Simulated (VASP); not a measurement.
# W in VASP: further runs

The runs below take W through single point, with PBEsol.

Program: VASP 6.6.1. These are calculated values, not measurements. Logs are shortened: lines on timing, memory, paths and dates and some standing lists are left out, and cuts for length are marked.

## 1. The cell of the first run

Symmetry: Fd-3m, No. 227, cubic system. The conventional cell has a = 5.445 Å, b = 5.445 Å, c = 5.445 Å, α = 90.00°, β = 90.00°, γ = 90.00°. W (site symmetry -43m) has 4 W at 2.36 Å within 3.1 Å.

This isn't the form of W at room conditions, which is bcc.

## 2. Single point, PBEsol

Input file INCAR:

```
PREC = Accurate
ENCUT = 520
EDIFF = 1E-6
ISMEAR = -1
SIGMA = 0.05
LREAL = False
LASPH = True
NELM = 100
ALGO = Normal
ISIF = 2
LWAVE = False
LCHARG = False
GGA = PS
NBANDS = 21
```

Input file KPOINTS:

```
regular mesh
0
Gamma
  10 10 10
```

Input file POSCAR:

```
W
1.0
    0.0000000000      2.7225927735      2.7225927735
    2.7225927735      0.0000000000      2.7225927735
    2.7225927735      2.7225927735      0.0000000000
W
2
Direct
   -0.1250000000     -0.1250000000     -0.1250000000
    0.1250000000      0.1250000000      0.1250000000
```

Potentials or basis: VASP PAW PBE potentials, release 64 (W_sv).

Run with:

```console
$ cat potpaw_PBE.64/W_sv/POTCAR > POTCAR
$ mpirun -np 1 vasp_std > vasp.out
```

OUTCAR:

```text
PREC = Accurate
   ENCUT = 520
   EDIFF = 1E-6
   ISMEAR = -1
   LREAL = False
   LASPH = True
   NELM = 100
   ISIF = 2
   GGA = PS

 ion  position               nearest neighbor table
   1  0.875  0.875  0.875-   2 2.36   2 2.36   2 2.36   2 2.36
   2  0.125  0.125  0.125-   1 2.36   1 2.36   1 2.36   1 2.36

  LATTYP: Found a face centered cubic cell.
 ALAT       =     5.4451855470

  Lattice vectors:

 A1 = (   0.0000000000,   2.7225927735,   2.7225927735)
 A2 = (   2.7225927735,   0.0000000000,   2.7225927735)
 A3 = (   2.7225927735,   2.7225927735,   0.0000000000)

Analysis of symmetry for initial positions (statically):
=====================================================================
 Subroutine PRICEL returns:
 Original cell was already a primitive cell.

 Routine SETGRP: Setting up the symmetry group for a
 face centered cubic supercell.

 Subroutine GETGRP returns: Found 48 space group operations
 (whereof 12 operations were pure point group operations)
 out of a pool of 48 trial point group operations.

The static configuration has the point symmetry D_3d.
 The point group associated with its full space group is O_h .

Analysis of symmetry for dynamics (positions and initial velocities):
=====================================================================
 Subroutine PRICEL returns:
 Original cell was already a primitive cell.

 Routine SETGRP: Setting up the symmetry group for a
 face centered cubic supercell.

 Subroutine GETGRP returns: Found 48 space group operations
 (whereof 12 operations were pure point group operations)
 out of a pool of 48 trial point group operations.

The dynamic configuration has the point symmetry D_3d.
 The point group associated with its full space group is O_h .

 Subroutine INISYM returns: Found 48 space group operations
 (whereof 12 operations are pure point group operations),
 and found     1 'primitive' translations

----------------------------------------------------------------------------------------

                                     Primitive cell

  volume of cell :      40.3625

  direct lattice vectors                    reciprocal lattice vectors
     0.000000000  2.722592774  2.722592774    -0.183648471  0.183648471  0.183648471
[... 80 lines left out ...]
   ISPIN  =      1    spin polarized calculation?
   LNONCOLLINEAR =      F non collinear calculations
   LSORBIT =      F    spin-orbit coupling
   LASPH  =      T    aspherical Exc in radial PAW
   ENCUT  =  520.0 eV  38.22 Ry    6.18 a.u.   7.16  7.16  7.16*2*pi/ulx,y,z
   NELM   =    100;   NELMIN=  2; NELMDL= -5     # of ELM steps
   EDIFF  = 0.1E-05   stopping-criterion for ELM
   LREAL  =      F    real-space projection
   EDIFFG = 0.1E-04   stopping-criterion for IOM
   NSW    =      0    number of steps for IOM
   IBRION =     -1    ionic relax: 0-MD 1-quasi-New 2-CG
   NFREE  =      0    steps in history (QN), initial steepest desc. (CG)
   ISIF   =      2    stress and relaxation
   ISYM   =      2    0-nonsym 1-usesym 2-fastsym
   POTIM  = 0.5000    time-step for ionic-motion
   TEBEG  =    0.0;   TEEND  =   0.0 temperature during run
   PSTRESS=    0.0 pullay stress
   NELECT =      28.0000    total number of electrons
   NUPDOWN=      -1.0000    fix difference up-down
   EMIN   =  10.00;   EMAX   =-10.00  energy-range for DOS
   EFERMI =   0.00;   METHOD = LEGACY
   ISMEAR =    -1;   SIGMA  =   0.05  broadening in eV -4-tet -1-fermi 0-gaus
   EFERMI_NEDOS =   21; number of points for ismear=-14 and -15
   IALGO  =     38    algorithm
   IMIX   =      4    mixing-type and parameters
     AMIX     =   0.40;   BMIX     =  1.00
     AMIX_MAG =   1.60;   BMIX_MAG =  1.00
  volume/ion in A,a.u.               =      20.18       136.19
  Fermi-wavevector in a.u.,A,eV,Ry     =   1.449222  2.738632 28.575547  2.100243
  Thomas-Fermi vector in A             =   2.566973
   LORBIT       =      0    0 simple, 1 ext, 2 COOP (PROOUT), +10 PAW based schemes
   GGA     = PS    functional components
   LHFCALC =     F    Hartree Fock is set to
   AEXX    =    0.0000 exact exchange contribution
   IVDW    =     0    specifies the selected vdW correction
   LEPSILON=     F    determine dielectric tensor
   LRPA    =     F    only Hartree local field effects (RPA)
 non-spin polarized calculation
  energy-cutoff  :      520.00
  volume of cell :       40.36
 maximum number of plane-waves:      1106
 NGX is ok and might be reduce to    30
   NGX = 15   NGY = 15   NGZ = 15

 number of electron      28.0000002 magnetization

 Free energy of the ion-electron system (eV)
  ---------------------------------------------------
  ext. energy  EPLUGINS =         0.00000000
  ---------------------------------------------------
  free energy    TOTEN  =       -21.30274849 eV

  energy without entropy =      -21.28209017  energy(sigma->0) =      -21.29241933

 E-fermi :   7.2535     XC(G=0): -11.9585

 val. band max:        7.2402919615   @ k =  -0.4000   0.4000   0.0000
 cond. band min:       7.2611777717   @ k =  -0.4000   0.3000   0.0000
 fundamental gap:      0.0208858102
 Fermi energy:         7.2534728764

 k-point     1 :       0.0000    0.0000    0.0000
  band No.  band energies     occupation
      1     -65.8981      2.00000
      2     -65.2215      2.00000
      3     -30.7716      2.00000
      4     -30.7716      2.00000
      5     -30.7716      2.00000
      6     -29.2200      2.00000
[... 565 lines left out ...]
     20      15.1196      0.00000
     21      15.8658      0.00000

 [... further k-points ...]

------------------------ aborting loop because EDIFF is reached ----------------------------------------

  FORCE on cell =-STRESS in cart. coord.  units (eV):
  Direction    XX          YY          ZZ          XY          YZ          ZX
  --------------------------------------------------------------------------------------
  -------------------------------------------------------------------------------------
  Total        7.9533805      7.9533805      7.9533805     -0.0000000      0.0000000      0.0000000
  in kB      315.7070546    315.7070546    315.7070546     -0.0000000      0.0000000      0.0000000
  external PRESSURE =     315.7070546 kB  Pullay stress =       0.0000000 kB

 VOLUME and BASIS-vectors are now :
 -----------------------------------------------------------------------------
  energy-cutoff  :      520.00
  volume of cell :       40.36
      direct lattice vectors                 reciprocal lattice vectors
     0.000000000  2.722592774  2.722592774    -0.183648471  0.183648471  0.183648471
     2.722592774  0.000000000  2.722592774     0.183648471 -0.183648471  0.183648471
     2.722592774  2.722592774  0.000000000     0.183648471  0.183648471 -0.183648471

 POSITION                                       TOTAL-FORCE (eV/Angst)
 -----------------------------------------------------------------------------------
      4.76454      4.76454      4.76454        -0.000000     -0.000000      0.000000
      0.68065      0.68065      0.68065         0.000000      0.000000     -0.000000
 -----------------------------------------------------------------------------------
    total drift:                               -0.000000      0.000000      0.000000

  FREE ENERGIE OF THE ION-ELECTRON SYSTEM (eV)
  ---------------------------------------------------
  free  energy   TOTEN  =       -21.3027484856 eV

  energy  without entropy=      -21.2820901685  energy(sigma->0) =      -21.29241933
```

OSZICAR:

```text
N       E                     dE             d eps       ncg     rms          rms(c)
DAV:   1     0.308156297486E+03    0.30816E+03   -0.17332E+04  1974   0.150E+03
DAV:   2    -0.117305871113E+02   -0.31989E+03   -0.31106E+03  2229   0.458E+02
DAV:   3    -0.215124155171E+02   -0.97818E+01   -0.95760E+01  2249   0.815E+01
DAV:   4    -0.216379077402E+02   -0.12549E+00   -0.12505E+00  2177   0.972E+00
DAV:   5    -0.216394965405E+02   -0.15888E-02   -0.15887E-02  2273   0.114E+00    0.289E+01
DAV:   6    -0.214019183736E+02    0.23758E+00   -0.18552E-01  2267   0.416E+00    0.151E+01
DAV:   7    -0.213052551923E+02    0.96663E-01   -0.13422E-01  2271   0.362E+00    0.707E-01
DAV:   8    -0.213027485416E+02    0.25067E-02   -0.15730E-02  2059   0.101E+00    0.126E-01
DAV:   9    -0.213027427599E+02    0.57817E-05   -0.27103E-04  2213   0.139E-01    0.771E-02
DAV:  10    -0.213027491601E+02   -0.64002E-05   -0.27076E-05  2219   0.582E-02    0.280E-03
DAV:  11    -0.213027484856E+02    0.67455E-06   -0.90079E-07  1340   0.844E-03
   1 F= -.21302748E+02 E0= -.21292419E+02  d E =-.206583E-01
```

Wall time 46 s (1 thread of Intel Xeon Platinum 8488C (Sapphire Rapids), shared host); peak memory 0.18 GiB.

Results:

```yaml
Free_energy: -21.3027 eV
Pressure: 31.6 GPa
Band_gap_on_the_k_mesh: zero (bands 14 and 15 overlap by 0.81 eV)
```

Levels at points of the mesh, in eV from the Fermi level:
```csv
k point,band 10,band 11,band 12,band 13,band 14,band 15,band 16,band 17,band 18,band 19
"(0.00, 0.00, 0.00)",-2.76,-2.76,-1.37,-1.37,-1.37,1.78,1.78,1.78,6.59,6.59
"(0.50, 0.00, 0.00)",-2.78,-2.47,-2.47,-1.74,-1.74,-0.13,3.31,3.31,5.23,5.23
"(0.50, 0.50, 0.00)",-3.88,-1.66,-1.66,-0.95,-0.95,0.93,0.93,5.47,5.47,5.65
```

Caveat: the cell stands under pressure; the PAW data sets were made with another functional, which shifts forces and pressure a little; spin-orbit coupling is left out, which moves the levels of the heavy elements.

## 3. Single point, PBEsol (shortest bond scaled by 0.94)

Input file INCAR:

```
SYSTEM = W
PREC = Accurate
ENCUT = 520
EDIFF = 1E-6
ISMEAR = -1
SIGMA = 0.05
LREAL = .False.
LASPH = .True.
NELM = 60
ALGO = Normal
ISIF = 2
LWAVE = .False.
LCHARG = .False.
GGA = PS
NBANDS = 21
```

Input file KPOINTS:

```
regular mesh
0
Gamma
  10 10 10
  0 0 0
```

Input file POSCAR:

```
W
1.0
    0.0000000000      2.7225927735      2.7225927735
    2.7225927735      0.0000000000      2.7225927735
    2.7225927735      2.7225927735      0.0000000000
W
2
Direct
   -0.1475000000     -0.1175000000     -0.1175000000
    0.1475000000      0.1175000000      0.1175000000
```

Potentials or basis: VASP PAW PBE potentials, release 64 (W_sv).

Run with:

```console
$ cat potpaw_PBE.64/W_sv/POTCAR > POTCAR
$ mpirun -np 1 vasp_std > vasp.out
```

Wall time 2 min (1 thread of Intel Xeon Platinum 8488C (Sapphire Rapids), shared host); peak memory 0.22 GiB.

Results (log left out):

* Free energy: -21.1660 eV
* Pressure: 32.7 GPa
* Largest force: 2.319 eV/Å
* Band gap on the k mesh: zero (bands 14 and 15 overlap by 0.86 eV)

Forces in eV/Å, atoms in the order of the input:
```
W   -1.339  1.339  1.339
W    1.339 -1.339 -1.339
```

Stress tensor (GPa, compression positive):
```
 32.68 -10.48 -10.48
-10.48  32.68  10.48
-10.48  10.48  32.68
```

Levels at points of the mesh, in eV from the Fermi level:
```
           k point  band 10  band 11  band 12  band 13  band 14  band 15  band 16  band 17  band 18  band 19
(0.00, 0.00, 0.00)    -2.76    -2.76    -1.57    -1.57    -0.90     1.44     1.93     1.93     6.45     6.45
(0.50, 0.00, 0.00)    -3.58    -2.40    -2.40    -2.40    -2.40     0.11     3.17     3.17     6.11     6.26
(0.00, 0.50, 0.00)    -2.97    -2.35    -2.25    -1.56    -1.49    -0.17     2.96     3.55     4.77     5.02
(0.50, 0.50, 0.00)    -3.82    -1.97    -1.54    -1.01    -0.87     0.65     1.38     5.38     5.43     5.48
```

Caveat: the cell differs from its parent crystal (shortest bond scaled by 0.94); the cell stands under pressure; the PAW data sets were made with another functional, which shifts forces and pressure a little; spin-orbit coupling is left out, which moves the levels of the heavy elements.

## 4. Single point, PBEsol (shortest bond scaled by 0.94)

Input file INCAR:

```
PREC     = Accurate       # precision mode
ENCUT    = 520            # plane-wave cutoff, eV
EDIFF    = 1E-6           # SCF threshold, eV
ISMEAR   = -1             # smearing method
SIGMA    = 0.05           # smearing width, eV
LREAL    = F              # projectors in reciprocal space
LASPH    = T              # aspherical terms in the spheres
NELM     = 60             # most SCF steps
ALGO     = Normal         # electronic algorithm
ISIF     = 2              # what is computed and relaxed
LWAVE    = F              # write WAVECAR
LCHARG   = F              # write CHGCAR
GGA      = PS             # functional
NBANDS   = 21             # bands
```

Input file KPOINTS:

```
regular mesh
0
Gamma
  10 10 10
```

POSCAR is that of step 3.

Run with:

```console
$ cat potpaw_PBE.64/W_sv/POTCAR > POTCAR
$ mpirun -np 1 vasp_std > vasp.out
```

It took 1.8 min on 1 thread of Intel Xeon Platinum 8488C (Sapphire Rapids), shared host; peak memory 0.21 GiB.

It converged, with:

```yaml
Free_energy: -21.1660 eV
Pressure: 32.7 GPa
Largest_force: 2.319 eV/Å
Band_gap_on_the_k_mesh: zero (bands 14 and 15 overlap by 0.86 eV)
```

Forces on the atoms (eV/Å):
```
W   -1.339  1.339  1.339
W    1.339 -1.339 -1.339
```

Stress tensor (GPa, compression positive):
```
 32.68 -10.48 -10.48
-10.48  32.68  10.48
-10.48  10.48  32.68
```

Levels at points of the mesh, in eV from the Fermi level:
| k point | band 12 | band 13 | band 14 | band 15 | band 16 | band 17 |
| --- | --- | --- | --- | --- | --- | --- |
| (0.00, 0.00, 0.00) | -1.57 | -1.57 | -0.90 | 1.44 | 1.93 | 1.93 |
| (0.50, 0.00, 0.00) | -2.40 | -2.40 | -2.40 | 0.11 | 3.17 | 3.17 |
| (0.00, 0.50, 0.00) | -2.25 | -1.56 | -1.49 | -0.17 | 2.96 | 3.55 |
| (0.50, 0.50, 0.00) | -1.54 | -1.01 | -0.87 | 0.65 | 1.38 | 5.38 |

Caveat: the cell differs from its parent crystal (shortest bond scaled by 0.94); the cell stands under pressure; the PAW data sets were made with another functional, which shifts forces and pressure a little; spin-orbit coupling is left out, which moves the levels of the heavy elements.
